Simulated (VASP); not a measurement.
Set up this calculation in VASP 6.6.1, as the native input.

| Item | Value |
| --- | --- |
| Task | single point |
| Functional | PBE |
| Dispersion | D4 |
| Potentials or basis | VASP PAW PBE potentials, release 64 (W_sv) |
| Cutoff | 520 eV |
| k mesh | 12 × 12 × 12 |
| Occupations | fermi-dirac, width 0.05 eV |
| Spin | no spin polarisation |
| Dipole correction | no |
| Further INCAR settings | ALGO = Normal; EDIFF = 1e-06; NBANDS = 13 |

The structure of W lies in POSCAR:

```
W
1.0
   -1.5500431812      1.5500431812      1.5500431812
    1.5500431812     -1.5500431812      1.5500431812
    1.5500431812      1.5500431812     -1.5500431812
W
1
Direct
    0.0000000000      0.0000000000      0.0000000000
```

These files were run (other wordings do the same):

INCAR

```
SYSTEM = W
ALGO     = Normal         ! electronic algorithm
EDIFF    = 1E-6           ! SCF threshold, eV
ENCUT    = 520            ! plane-wave cutoff, eV
GGA      = PE             ! functional
ISIF     = 2              ! what is computed and relaxed
ISMEAR   = -1             ! smearing method
IVDW     = 13             ! dispersion correction
LASPH    = .TRUE.         ! aspherical terms in the spheres
LCHARG   = .FALSE.        ! write CHGCAR
LREAL    = .FALSE.        ! projectors in reciprocal space
LWAVE    = .FALSE.        ! write WAVECAR
NBANDS   = 13             ! bands
NELM     = 60             ! most SCF steps
PREC     = Accurate       ! precision mode
SIGMA    = 0.05           ! smearing width, eV
```

KPOINTS

```
k-points
0
G
  12 12 12
  0 0 0
```

Potentials or basis: VASP PAW PBE potentials, release 64 (W_sv).

Run with:

```sh
$ cat potpaw_PBE.64/W_sv/POTCAR > POTCAR
$ mpirun -np 1 vasp_std > vasp.out
```

Results of the run:

- Pressure: 21.6 GPa
- Band gap on the k mesh: zero (band 7 reaches 18.01 eV, above the bottom of band 8 at 11.03 eV)
- Dispersion energy per atom: -0.765 eV

Caveat: spin-orbit coupling is left out, which moves the levels of the heavy elements; pairwise dispersion overbinds metals, which lowers pressure and volume.

Run time: 6.8 s on 1 thread of Intel(R) Xeon(R) Platinum 8559C (Emerald Rapids), with other jobs on the host, peak memory 0.13 GiB.
